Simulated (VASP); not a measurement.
A run of VASP 6.6.1 is set up as follows.

The input INCAR:

```
SYSTEM = BN
PREC     = Accurate       ! precision mode
ENCUT    = 520            ! plane-wave cutoff, eV
EDIFF    = 1E-6           ! SCF threshold, eV
ISMEAR   = 0              ! smearing method
SIGMA    = 0.05           ! smearing width, eV
LREAL    = .False.        ! projectors in reciprocal space
LASPH    = .True.         ! aspherical terms in the spheres
NELM     = 60             ! most SCF steps
ALGO     = Normal         ! electronic algorithm
ISIF     = 2              ! what is computed and relaxed
LWAVE    = .False.        ! write WAVECAR
LCHARG   = .False.        ! write CHGCAR
GGA      = PS             ! functional
NBANDS   = 16             ! bands
```

File KPOINTS:

```
regular mesh
0
Gamma
  12 12 4
  0 0 0
```

Contents of POSCAR:

```
BN
1.0
    2.3787921191      0.0000000000      0.0000000000
   -1.1893960596      2.0600944054      0.0000000000
    0.0000000000      0.0000000000      6.9942600000
B N
2 2
Direct
    0.3333333333      0.6666666667      0.2500000000
    0.6666666667      0.3333333333      0.7500000000
    0.3333333333      0.6666666667      0.7500000000
    0.6666666667      0.3333333333      0.2500000000
```

Potentials or basis: VASP PAW PBE potentials, release 64 (B, N).

The run is started by

```bash
$ cat potpaw_PBE.64/B/POTCAR potpaw_PBE.64/N/POTCAR > POTCAR
$ mpirun -np 1 vasp_std > vasp.out
```

(1) Predict the pressure.

(2) What does it give for the band gap on the k mesh?

## Answers

(1) 44.4 GPa.

(2) 4.49 eV, indirect (least direct gap 4.97 eV).

Caveat: the cell differs from its parent crystal (strain -0.050 along x and y, +0.050 along z); the PAW data sets were made with another functional, which shifts forces and pressure a little; this functional lacks dispersion, which binds the layers, so the pressure and a relaxed spacing across them are unreliable.
